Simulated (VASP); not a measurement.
A run of VASP 6.6.1 is set up as follows.

The input INCAR:

```
PREC = Accurate ; ENCUT = 520
EDIFF = 1E-7 ; ISMEAR = 0
SIGMA = 0.15 ; LREAL = F
LASPH = T ; NELM = 80
ALGO = Normal ; ISIF = 2
LWAVE = F ; LCHARG = T
GGA = CA ; LELF = T
LVHAR = T ; NBANDS = 12
```

Contents of KPOINTS:

```
Automatic mesh
0
Gamma
  16 16 16
```

POSCAR

```
Tl
1.0
    0.0000000000      2.5896582946      2.5896582946
    2.5896582946      0.0000000000      2.5896582946
    2.5896582946      2.5896582946      0.0000000000
Tl
1
Direct
    0.0000000000      0.0000000000      0.0000000000
```

Potentials or basis: VASP PAW LDA potentials, release 64 (Tl_d).

Run with:

```bash
$ cat potpaw_LDA.64/Tl_d/POTCAR > POTCAR
$ mpirun -np 1 vasp_std > vasp.out
```

Question: What does it give for the pressure?

Answer: -5.6 GPa.

Caveat: the cell differs from its parent crystal (strain +0.050 along x and y, +0.050 along z).
